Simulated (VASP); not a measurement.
# BN (P4_2/mnm) in VASP: a series of runs

BN is run at these levels: PBEsol; tasks: single point.

Everything below comes from runs of VASP 6.6.1. Logs are shortened: lines on timing, memory, paths and dates and some standing lists are left out, and cuts for length are marked.

**1. The cell of the first run**

The structure is tetragonal, space group P4_2/mnm (No. 136). Conventional cell: a = 4.332 Å, b = 4.332 Å, c = 2.843 Å, α = 90.00°, β = 90.00°, γ = 90.00°. B (site symmetry m2m) has 4 N at 1.57 to 1.65 Å and 1 B at 2.13 Å within 2.2 Å. Within 2.1 Å of N (site symmetry m2m) lie 4 B at 1.57 to 1.65 Å.

**2. Single point, PBEsol**

File INCAR:

```
SYSTEM = BN
PREC = Accurate ; ENCUT = 520
EDIFF = 1E-7 ; ISMEAR = 0
SIGMA = 0.05 ; LREAL = .False.
LASPH = .True. ; NELM = 100
ALGO = Normal ; ISIF = 2
LWAVE = .False. ; LCHARG = .True.
GGA = PS ; LELF = .True.
LVHAR = .True. ; NBANDS = 26
```

File KPOINTS:

```
Automatic mesh
0
Gamma
  6 6 10
  0 0 0
```

File POSCAR:

```
BN
1.0
    4.3323000000      0.0000000000      0.0000000000
    0.0000000000      4.3323000000      0.0000000000
    0.0000000000      0.0000000000      2.8426000000
B N
4 4
Direct
    0.1741337327      0.8258662673      0.5000000000
    0.3258662673      0.3258662673      0.0000000000
    0.6741337327      0.6741337327      0.0000000000
    0.8258662673      0.1741337327      0.5000000000
    0.8123909516      0.8123909516      0.5000000000
    0.3123909516      0.6876090484      0.0000000000
    0.6876090484      0.3123909516      0.0000000000
    0.1876090484      0.1876090484      0.5000000000
```

Potentials or basis: VASP PAW PBE potentials, release 64 (B, N).

The run is started by

```console
$ cat potpaw_PBE.64/B/POTCAR potpaw_PBE.64/N/POTCAR > POTCAR
$ mpirun -np 1 vasp_std > vasp.out
```

OUTCAR:

```text
SYSTEM = BN
   PREC = Accurate
   ENCUT = 520
   EDIFF = 1E-7
   ISMEAR = 0
   LREAL = .False.
   LASPH = .True.
   NELM = 100
   ISIF = 2
   GGA = PS

 ion  position               nearest neighbor table
   1  0.174  0.826  0.500-   5 1.57   8 1.57   6 1.65   6 1.65   4 2.13
   2  0.326  0.326  0.000-   6 1.57   7 1.57   8 1.65   8 1.65   3 2.13
   3  0.674  0.674  0.000-   6 1.57   7 1.57   5 1.65   5 1.65   2 2.13
   4  0.826  0.174  0.500-   5 1.57   8 1.57   7 1.65   7 1.65   1 2.13
   5  0.812  0.812  0.500-   1 1.57   4 1.57   3 1.65   3 1.65
   6  0.312  0.688  0.000-   2 1.57   3 1.57   1 1.65   1 1.65
   7  0.688  0.312  0.000-   2 1.57   3 1.57   4 1.65   4 1.65
   8  0.188  0.188  0.500-   1 1.57   4 1.57   2 1.65   2 1.65

  LATTYP: Found a simple tetragonal cell.
 ALAT       =     4.3323000000
 C/A-ratio  =     0.6561410798

  Lattice vectors:

 A1 = (   4.3323000000,   0.0000000000,   0.0000000000)
 A2 = (   0.0000000000,   4.3323000000,   0.0000000000)
 A3 = (   0.0000000000,   0.0000000000,   2.8426000000)

Analysis of symmetry for initial positions (statically):
=====================================================================
 Subroutine PRICEL returns:
 Original cell was already a primitive cell.

 Routine SETGRP: Setting up the symmetry group for a
 simple tetragonal supercell.

 Subroutine GETGRP returns: Found 16 space group operations
 (whereof  8 operations were pure point group operations)
 out of a pool of 16 trial point group operations.

The static configuration has the point symmetry D_2h.
 The point group associated with its full space group is D_4h.

Analysis of symmetry for dynamics (positions and initial velocities):
=====================================================================
 Subroutine PRICEL returns:
 Original cell was already a primitive cell.

 Routine SETGRP: Setting up the symmetry group for a
 simple tetragonal supercell.

 Subroutine GETGRP returns: Found 16 space group operations
 (whereof  8 operations were pure point group operations)
 out of a pool of 16 trial point group operations.

The dynamic configuration has the point symmetry D_2h.
 The point group associated with its full space group is D_4h.

 Subroutine INISYM returns: Found 16 space group operations
 (whereof  8 operations are pure point group operations),
[... 104 lines left out ...]
   LSORBIT =      F    spin-orbit coupling
   LASPH  =      T    aspherical Exc in radial PAW
   ENCUT  =  520.0 eV  38.22 Ry    6.18 a.u.   8.06  8.06  5.29*2*pi/ulx,y,z
   NELM   =    100;   NELMIN=  2; NELMDL= -5     # of ELM steps
   EDIFF  = 0.1E-06   stopping-criterion for ELM
   LREAL  =      F    real-space projection
   EDIFFG = 0.1E-05   stopping-criterion for IOM
   NSW    =      0    number of steps for IOM
   IBRION =     -1    ionic relax: 0-MD 1-quasi-New 2-CG
   NFREE  =      0    steps in history (QN), initial steepest desc. (CG)
   ISIF   =      2    stress and relaxation
   ISYM   =      2    0-nonsym 1-usesym 2-fastsym
   POTIM  = 0.5000    time-step for ionic-motion
   TEBEG  =    0.0;   TEEND  =   0.0 temperature during run
   PSTRESS=    0.0 pullay stress
   NELECT =      32.0000    total number of electrons
   NUPDOWN=      -1.0000    fix difference up-down
   EMIN   =  10.00;   EMAX   =-10.00  energy-range for DOS
   EFERMI =   0.00;   METHOD = LEGACY
   ISMEAR =     0;   SIGMA  =   0.05  broadening in eV -4-tet -1-fermi 0-gaus
   EFERMI_NEDOS =   21; number of points for ismear=-14 and -15
   IALGO  =     38    algorithm
   IMIX   =      4    mixing-type and parameters
     AMIX     =   0.40;   BMIX     =  1.00
     AMIX_MAG =   1.60;   BMIX_MAG =  1.00
  volume/ion in A,a.u.               =       6.67        45.00
  Fermi-wavevector in a.u.,A,eV,Ry     =   1.380619  2.608992 25.934190  1.906109
  Thomas-Fermi vector in A             =   2.505479
   LORBIT       =      0    0 simple, 1 ext, 2 COOP (PROOUT), +10 PAW based schemes
   GGA     = PS    functional components
   LHFCALC =     F    Hartree Fock is set to
   AEXX    =    0.0000 exact exchange contribution
   IVDW    =     0    specifies the selected vdW correction
   LEPSILON=     F    determine dielectric tensor
   LRPA    =     F    only Hartree local field effects (RPA)
 non-spin polarized calculation
 Gauss-broadening in eV      SIGMA  =   0.05
  energy-cutoff  :      520.00
  volume of cell :       53.35
 maximum number of plane-waves:      1472
   NGX = 17   NGY = 17   NGZ = 11

 number of electron      31.9999999 magnetization

 Free energy of the ion-electron system (eV)
  ---------------------------------------------------
  ext. energy  EPLUGINS =         0.00000000
  ---------------------------------------------------
  free energy    TOTEN  =       -70.83502568 eV

  energy without entropy =      -70.83502568  energy(sigma->0) =      -70.83502568

 E-fermi :   6.4849     XC(G=0): -12.3497

 val. band max:        6.2293281337   @ k =   0.0000   0.0000   0.0000
 cond. band min:       9.8513865462   @ k =   0.0000   0.0000   0.0000
 fundamental gap:      3.6220584125
 Fermi energy:         6.4848575072

 k-point     1 :       0.0000    0.0000    0.0000
  band No.  band energies     occupation
      1     -13.3668      2.00000
      2      -9.4128      2.00000
      3      -8.9402      2.00000
      4      -8.9402      2.00000
      5      -2.5316      2.00000
      6      -2.3169      2.00000
[... 685 lines left out ...]
     25      16.6789      0.00000
     26      16.6789      0.00000

 [... further k-points ...]
[... 5 lines left out ...]
  --------------------------------------------------------------------------------------
  -------------------------------------------------------------------------------------
  Total        1.5004867      1.5004867    -26.6659682      0.0000000      0.0000000      0.0000000
  in kB       45.0598709     45.0598709   -800.7835488      0.0000000      0.0000000      0.0000000
  external PRESSURE =    -236.8879357 kB  Pullay stress =       0.0000000 kB

 VOLUME and BASIS-vectors are now :
 -----------------------------------------------------------------------------
  energy-cutoff  :      520.00
  volume of cell :       53.35
      direct lattice vectors                 reciprocal lattice vectors
     4.332300000  0.000000000  0.000000000     0.230824273  0.000000000  0.000000000
     0.000000000  4.332300000  0.000000000     0.000000000  0.230824273  0.000000000
     0.000000000  0.000000000  2.842600000     0.000000000  0.000000000  0.351790614

 POSITION                                       TOTAL-FORCE (eV/Angst)
 -----------------------------------------------------------------------------------
      0.75440      3.57790      1.42130         0.053388     -0.053388     -0.000000
      1.41175      1.41175      0.00000        -0.053388     -0.053388     -0.000000
      2.92055      2.92055      0.00000         0.053388      0.053388      0.000000
      3.57790      0.75440      1.42130        -0.053388      0.053388      0.000000
      3.51952      3.51952      1.42130        -0.585811     -0.585811     -0.000000
      1.35337      2.97893      0.00000        -0.585811      0.585811      0.000000
      2.97893      1.35337      0.00000         0.585811     -0.585811     -0.000000
      0.81278      0.81278      1.42130         0.585811      0.585811      0.000000
 -----------------------------------------------------------------------------------
    total drift:                                0.000000     -0.000000     -0.000000

  FREE ENERGIE OF THE ION-ELECTRON SYSTEM (eV)
  ---------------------------------------------------
  free  energy   TOTEN  =       -70.8350256836 eV

  energy  without entropy=      -70.8350256836  energy(sigma->0) =      -70.83502568
```

It took 52 s on 1 thread of AMD EPYC 7R13 (Zen 3), shared host; peak memory 0.17 GiB.

What came out:

| Property | Result |
| --- | --- |
| Free energy | -70.8350 eV |
| Pressure | -23.7 GPa |
| Largest force | 0.828 eV/Å |
| Band gap on the k mesh | 3.62 eV |

Forces in eV/Å, atoms in the order of the input:
```
B    0.053 -0.053  0.000
B   -0.053 -0.053  0.000
B    0.053  0.053  0.000
B   -0.053  0.053  0.000
N   -0.586 -0.586  0.000
N   -0.586  0.586  0.000
N    0.586 -0.586  0.000
N    0.586  0.586  0.000
```

Caveat: the cell stands under tension; the PAW data sets were made with another functional, which shifts forces and pressure a little.

**3. Single point, PBEsol**

This run uses another cell than the first one, of 6.69 Å³/atom.

File INCAR:

```
  PREC = Accurate
  ENCUT = 520
  EDIFF = 1E-6
  ISMEAR = 0
  SIGMA = 0.05
  LREAL = F
  LASPH = T
  NELM = 80
  ALGO = Normal
  ISIF = 2
  LWAVE = F
  LCHARG = F
  GGA = PS
  NBANDS = 26
```

File KPOINTS:

```
Automatic mesh
0
Gamma
  6 6 10
```

Changes to POSCAR since step 2:

```diff
@@ -2,5 +2,5 @@
 1.0
-    4.3323000000      0.0000000000      0.0000000000
-    0.0000000000      4.3323000000      0.0000000000
-    0.0000000000      0.0000000000      2.8426000000
+    4.3982250342      0.0000000000      0.0000000000
+    0.0000000000      4.3982250342      0.0000000000
+    0.0000000000      0.0000000000      2.7665000000
 B N
```

Potentials or basis: VASP PAW PBE potentials, release 64 (B, N).

The run is started by

```console
$ cat potpaw_PBE.64/B/POTCAR potpaw_PBE.64/N/POTCAR > POTCAR
$ mpirun -np 1 vasp_std > vasp.out
```

OUTCAR:

```text
PREC = Accurate
   ENCUT = 520
   EDIFF = 1E-6
   ISMEAR = 0
   LREAL = F
   LASPH = T
   NELM = 80
   ISIF = 2
   GGA = PS

 ion  position               nearest neighbor table
   1  0.174  0.826  0.500-   5 1.59   8 1.59   6 1.63   6 1.63   4 2.17
   2  0.326  0.326  0.000-   6 1.59   7 1.59   8 1.63   8 1.63   3 2.17
   3  0.674  0.674  0.000-   6 1.59   7 1.59   5 1.63   5 1.63   2 2.17
   4  0.826  0.174  0.500-   5 1.59   8 1.59   7 1.63   7 1.63   1 2.17
   5  0.812  0.812  0.500-   1 1.59   4 1.59   3 1.63   3 1.63
[... 914 lines left out ...]
  Total       -2.1024712     -2.1024712    -22.0952368      0.0000000      0.0000000      0.0000000
  in kB      -62.9441053    -62.9441053   -661.4905967      0.0000000      0.0000000      0.0000000
  external PRESSURE =    -262.4596024 kB  Pullay stress =       0.0000000 kB

 VOLUME and BASIS-vectors are now :
 -----------------------------------------------------------------------------
  energy-cutoff  :      520.00
  volume of cell :       53.52
      direct lattice vectors                 reciprocal lattice vectors
     4.398225034  0.000000000  0.000000000     0.227364446  0.000000000  0.000000000
     0.000000000  4.398225034  0.000000000     0.000000000  0.227364446  0.000000000
     0.000000000  0.000000000  2.766500000     0.000000000  0.000000000  0.361467558

 POSITION                                       TOTAL-FORCE (eV/Angst)
 -----------------------------------------------------------------------------------
      0.76588      3.63235      1.38325         0.014252     -0.014252     -0.000000
      1.43323      1.43323      0.00000        -0.014252     -0.014252     -0.000000
      2.96499      2.96499      0.00000         0.014252      0.014252      0.000000
      3.63235      0.76588      1.38325        -0.014252      0.014252      0.000000
      3.57308      3.57308      1.38325        -0.295989     -0.295989     -0.000000
      1.37397      3.02426      0.00000        -0.295989      0.295989     -0.000000
      3.02426      1.37397      0.00000         0.295989     -0.295989     -0.000000
      0.82515      0.82515      1.38325         0.295989      0.295989      0.000000
 -----------------------------------------------------------------------------------
    total drift:                                0.000000     -0.000000      0.000000

  FREE ENERGIE OF THE ION-ELECTRON SYSTEM (eV)
  ---------------------------------------------------
  free  energy   TOTEN  =       -71.4892937406 eV

  energy  without entropy=      -71.4892937406  energy(sigma->0) =      -71.48929374
```

OSZICAR:

```text
N       E                     dE             d eps       ncg     rms          rms(c)
DAV:   1     0.104307825316E+03    0.10431E+03   -0.16572E+04  3120   0.119E+03
DAV:   2    -0.683972818392E+02   -0.17271E+03   -0.16335E+03  4240   0.269E+02
DAV:   3    -0.750984497844E+02   -0.67012E+01   -0.66614E+01  4232   0.499E+01
DAV:   4    -0.751491010610E+02   -0.50651E-01   -0.50584E-01  3958   0.465E+00
DAV:   5    -0.751497878972E+02   -0.68684E-03   -0.68630E-03  4242   0.510E-01    0.125E+01
DAV:   6    -0.717970298354E+02    0.33528E+01   -0.83278E+00  3912   0.162E+01    0.578E+00
DAV:   7    -0.715633670357E+02    0.23366E+00   -0.48380E-01  3912   0.423E+00    0.361E+00
DAV:   8    -0.714917838708E+02    0.71583E-01   -0.13121E-01  3632   0.214E+00    0.355E-01
DAV:   9    -0.714890285002E+02    0.27554E-02   -0.10374E-02  4026   0.685E-01    0.162E-01
DAV:  10    -0.714892669166E+02   -0.23842E-03   -0.92757E-04  3808   0.192E-01    0.477E-02
DAV:  11    -0.714892878361E+02   -0.20919E-04   -0.14371E-04  3986   0.756E-02    0.209E-02
DAV:  12    -0.714892933147E+02   -0.54786E-05   -0.14673E-05  3890   0.266E-02    0.536E-03
DAV:  13    -0.714892937406E+02   -0.42598E-06   -0.22626E-06  3212   0.104E-02
   1 F= -.71489294E+02 E0= -.71489294E+02  d E =-.801968E-15
```

stdout:

```text
POSCAR found type information on POSCAR B N
 POSCAR found :  2 types and       8 ions
 scaLAPACK will be used
 -----------------------------------------------------------------------------
|                                                                             |
|                                                                             |
|     You enforced a specific xc type in the INCAR file but a different       |
|     I HOPE YOU KNOW WHAT YOU ARE DOING!                                     |
|                                                                             |
 -----------------------------------------------------------------------------

 LDA part: xc-table for (Slater+PW92), standard interpolation
 POSCAR, INCAR and KPOINTS ok, starting setup
 FFT: planning ... GRIDC
 FFT: planning ... GRID_SOFT
 FFT: planning ... GRID
 WAVECAR not read
 entering main loop
```

Run time: 61 s. Hardware: 1 thread of AMD EPYC 7R13 (Zen 3), shared host; peak memory 0.18 GiB.

What came out:

- Free energy: -71.4893 eV
- Pressure: -26.2 GPa
- Largest force: 0.419 eV/Å
- Band gap on the k mesh: 4.50 eV

Forces in eV/Å, atoms in the order of the input:
```
B    0.014 -0.014  0.000
B   -0.014 -0.014  0.000
B    0.014  0.014  0.000
B   -0.014  0.014  0.000
N   -0.296 -0.296  0.000
N   -0.296  0.296  0.000
N    0.296 -0.296  0.000
N    0.296  0.296  0.000
```

Caveat: the cell stands under tension; the PAW data sets were made with another functional, which shifts forces and pressure a little. A k mesh can miss the band edges.

**4. Single point, PBEsol**

This run uses another cell than the first one, of 6.70 Å³/atom.

File INCAR:

```
SYSTEM = BN
PREC = Accurate
ENCUT = 520
EDIFF = 1E-7
ISMEAR = 0
SIGMA = 0.05
LREAL = .FALSE.
LASPH = .TRUE.
NELM = 60
ALGO = Normal
ISIF = 2
LWAVE = .FALSE.
LCHARG = .FALSE.
GGA = PS
NBANDS = 26
```

File KPOINTS:

```
regular mesh
0
G
  6 6 10
  0 0 0
```

Changes to POSCAR since step 3:

```diff
@@ -2,5 +2,5 @@
 1.0
-    4.3982250342      0.0000000000      0.0000000000
-    0.0000000000      4.3982250342      0.0000000000
-    0.0000000000      0.0000000000      2.7665000000
+    4.4642000000      0.0000000000      0.0000000000
+    0.0000000000      4.4642000000      0.0000000000
+    0.0000000000      0.0000000000      2.6903000000
 B N
```

The run is started by

```console
$ cat potpaw_PBE.64/B/POTCAR potpaw_PBE.64/N/POTCAR > POTCAR
$ mpirun -np 1 vasp_std > vasp.out
```

Run time: 57 s. Hardware: 1 thread of AMD EPYC 7R13 (Zen 3), shared host; peak memory 0.17 GiB.

It converged, with:

| Item | Value |
| --- | --- |
| Free energy | -71.9166 eV |
| Pressure | -27.4 GPa |
| Largest force | 0.091 eV/Å |
| Band gap on the k mesh | 4.60 eV (least direct gap 5.48 eV) |

Forces in eV/Å, atoms in the order of the input:
```
B    0.009 -0.009  0.000
B   -0.009 -0.009  0.000
B    0.009  0.009  0.000
B   -0.009  0.009  0.000
N   -0.064 -0.064  0.000
N   -0.064  0.064  0.000
N    0.064 -0.064  0.000
N    0.064  0.064  0.000
```

Stress tensor (GPa, compression positive):
```
-16.45   0.00   0.00
  0.00 -16.45   0.00
  0.00   0.00 -49.27
```

Levels at points of the mesh, in eV from the valence-band top:
| k point | band 13 | band 14 | band 15 | band 16 | band 17 | band 18 | band 19 | band 20 |
| --- | --- | --- | --- | --- | --- | --- | --- | --- |
| (0.00, 0.00, 0.00) | -0.61 | -0.47 | 0.00 | 0.00 | 5.48 | 6.54 | 7.97 | 8.40 |
| (0.50, 0.00, 0.00) | -1.62 | -1.62 | -1.28 | -1.28 | 6.58 | 6.58 | 7.78 | 7.78 |
| (0.50, 0.50, 0.00) | -2.69 | -2.69 | -2.27 | -2.27 | 6.93 | 6.93 | 7.07 | 7.07 |
| (0.00, 0.00, 0.50) | -3.90 | -3.90 | -3.28 | -3.28 | 6.20 | 6.20 | 9.88 | 9.88 |
| (0.50, 0.00, 0.50) | -3.51 | -3.51 | -1.94 | -1.94 | 6.49 | 6.49 | 8.47 | 8.47 |
| (0.50, 0.50, 0.50) | -2.95 | -2.95 | -2.30 | -2.30 | 5.89 | 5.89 | 6.61 | 6.61 |

Caveat: the cell stands under tension; the PAW data sets were made with another functional, which shifts forces and pressure a little.

**5. The runs side by side**

```csv
cell,gap on the mesh (eV),pressure (GPa),largest force (eV/Å)
"a = 4.332, b = 4.332, c = 2.843 Å, 8 atoms",3.62,-23.7,0.83
"a = 4.398, b = 4.398, c = 2.767 Å, 8 atoms",4.50,-26.2,0.42
"a = 4.464, b = 4.464, c = 2.690 Å, 8 atoms",4.60,-27.4,0.09
```

Alike in all rows: task single point; level PBEsol; potentials or basis VASP PAW PBE potentials, release 64 (B, N); no spin polarisation; k mesh 6 × 6 × 10; cutoff (eV) 520; smearing gaussian 0.05 eV.

Caveats: the cell stands under tension; the PAW data sets were made with another functional, which shifts forces and pressure a little.

Total energies depend on the potentials used, so only differences within one code and one set of settings carry meaning.
